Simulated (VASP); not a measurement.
The system is SnAs2.

```
Sn As
1.0
    -1.78258    1.78258    5.80001
     1.78258   -1.78258    5.80001
     1.78258    1.78258   -5.80001
Sn As
1 2
Direct
  0.00000 0.00000 0.00000
  0.34000 0.34000 0.00000
  0.66000 0.66000 0.00000
```

| Quantity | Value |
| --- | --- |
| Program | VASP 6.6.1 |
| Task | relaxation of cell and atoms |
| Functional | PBE |
| Potentials or basis | VASP PAW PBE potentials, release 64 (Sn_d, As) |
| Cutoff | 600 eV |
| k mesh | 6 × 6 × 6 |
| Occupations | gaussian, width 0.1 eV |
| Spin | no spin polarisation |

At the start: pressure -5.8 GPa; volume 24.57 Å³/atom.

**Question.** How do energy, volume and symmetry change on relaxing?

**Answer.** Over 23 steps the energy falls by 214.4 meV/atom and the volume is 22.77 Å³/atom (-7.4 %); space group I4/mmm (No. 139, to 0.1 Å) before and after.

Step by step:
| step | energy change (eV) | largest force (eV/Å) | pressure (GPa) | volume (Å³) |
| --- | --- | --- | --- | --- |
| 1 | 0.0000 | 0.4076 | -5.76 | 73.72 |
| 2 | -0.1783 | 0.7186 | 1.18 | 64.69 |
| 3 | -0.1792 | 0.6992 | 0.64 | 65.21 |
| 4 | -0.2358 | 0.7338 | 0.92 | 64.65 |
| 5 | -0.3797 | 0.6955 | 2.35 | 62.94 |
| 6 | -0.2648 | 0.5249 | 11.14 | 59.34 |
| 7 | -0.4269 | 0.5503 | 4.22 | 61.85 |
| 8 | -0.4397 | 0.4991 | 5.97 | 61.17 |
| 9 | -0.4712 | 0.3958 | 5.50 | 61.68 |
| 10 | -0.5233 | 0.0296 | 4.19 | 63.23 |
| 11 | -0.5278 | 0.0607 | 3.86 | 63.77 |
| 12 | -0.5588 | 0.0219 | 2.64 | 64.69 |
| 13 | -0.6020 | 0.2821 | -0.44 | 67.47 |
| 14 | -0.6026 | 0.3147 | -0.81 | 67.87 |
| 15 | -0.6116 | 0.3065 | -0.63 | 67.73 |
| 16 | -0.6300 | 0.2282 | -0.01 | 67.30 |
| 17 | -0.6255 | 0.0515 | 1.83 | 66.37 |
| 18 | -0.6346 | 0.1574 | 0.67 | 66.94 |
| 19 | -0.6385 | 0.1439 | 0.34 | 67.48 |
| 20 | -0.6414 | 0.0758 | -0.56 | 68.87 |
| 21 | -0.6417 | 0.0959 | -0.35 | 68.52 |
| 22 | -0.6431 | 0.0274 | -0.08 | 68.36 |
| 23 | -0.6432 | 0.0015 | 0.05 | 68.30 |

Final structure:
```cif
data_structure
_symmetry_space_group_name_H-M 'P 1'
_symmetry_Int_Tables_number 1
_cell_length_a 6.0067
_cell_length_b 6.0067
_cell_length_c 6.0067
_cell_angle_alpha 145.762
_cell_angle_beta 145.762
_cell_angle_gamma 49.201
_cell_volume 68.30
loop_
_atom_site_label
_atom_site_type_symbol
_atom_site_fract_x
_atom_site_fract_y
_atom_site_fract_z
_atom_site_occupancy
Sn1 Sn 0.00000 0.00000 0.00000 1
As1 As 0.30106 0.30106 0.00000 1
As2 As 0.69894 0.69894 0.00000 1
```
